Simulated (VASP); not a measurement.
# MnIr3O6: single point with PBE

The system is MnIr3O6.

```
Mn Ir O
1.0
     0.00000    3.83588    3.83588
     3.83588    0.00000    3.83588
     3.83588    3.83588    0.00000
Mn Ir O
1 3 6
Cartesian
  3.8359 3.8359 3.8359
  1.9179 1.9179 1.9179
  5.7538 5.7538 5.7538
  0.0000 0.0000 0.0000
  1.9490 3.8359 3.8359
  3.8359 1.9490 3.8359
  5.7227 3.8359 3.8359
  3.8359 5.7227 3.8359
  3.8359 3.8359 1.9490
  3.8359 3.8359 5.7227
```

```
Program             : VASP 6.6.1
Task                : single point
Functional          : PBE
Potentials or basis : VASP PAW PBE potentials, release 64 (Mn_pv, Ir, O)
Cutoff              : 520 eV
k mesh              : 8 × 8 × 8
Occupations         : gaussian, width 0.1 eV
Spin                : collinear spin
Starting moments    : [-2.58, 2.2, 2.2, 0.0, 0.17, 0.17, 0.17, 0.17, 0.17, 0.17] μB
```

The pressure is 1.2 GPa. The largest force is 0.117 eV/Å and the net moment is 2.69 μB per cell. The site moments are Mn -2.66; Ir +2.14, +0.03; O +0.15 μB. The valence electrons inside the program's atomic spheres are Mn 11.70; Ir 7.34, 8.45; O 4.95.

Forces on the atoms (eV/Å):
```
Mn   0.000  0.000  0.000
Ir   0.000  0.000  0.000
Ir   0.000  0.000  0.000
Ir   0.000  0.000  0.000
O    0.117  0.000  0.000
O    0.000  0.117  0.000
O   -0.117  0.000  0.000
O    0.000 -0.117  0.000
O    0.000  0.000  0.117
O    0.000  0.000 -0.117
```

Levels at points of the mesh, in eV from the Fermi level:
Spin up:
| k point | band 38 | band 39 | band 40 | band 41 | band 42 | band 43 |
| --- | --- | --- | --- | --- | --- | --- |
| (0.00, 0.00, 0.00) | -1.10 | -1.10 | -1.10 | -0.78 | 0.60 | 0.60 |
| (0.50, 0.00, 0.00) | -0.54 | -0.07 | -0.07 | 0.47 | 1.04 | 1.04 |
| (0.50, 0.50, 0.00) | -0.36 | 0.29 | 0.29 | 0.59 | 1.17 | 1.25 |
Spin down:
| k point | band 34 | band 35 | band 36 | band 37 | band 38 | band 39 | band 40 | band 41 |
| --- | --- | --- | --- | --- | --- | --- | --- | --- |
| (0.00, 0.00, 0.00) | -0.67 | -0.56 | -0.56 | -0.56 | -0.54 | -0.54 | -0.54 | -0.10 |
| (0.50, 0.00, 0.00) | -0.32 | -0.32 | -0.25 | -0.25 | 0.16 | 0.16 | 0.73 | 0.73 |
| (0.50, 0.50, 0.00) | -0.41 | -0.34 | -0.02 | -0.02 | 0.23 | 0.43 | 0.43 | 0.49 |

Wall time 8 min on 1 thread of Intel(R) Xeon(R) Platinum 8488C (Sapphire Rapids), with other jobs on the host, peak memory 0.46 GiB.

Caveat: spin-orbit coupling is left out, which moves the levels of the heavy elements; a cell with one magnetic atom can't hold antiferromagnetic order, which such compounds often take; semilocal functionals often make such compounds metallic where correlation or magnetic order opens a gap, which also shifts bond lengths. With open d or f shells a metallic result of PBE can be an artefact of self-interaction; +U or a hybrid may open a gap.
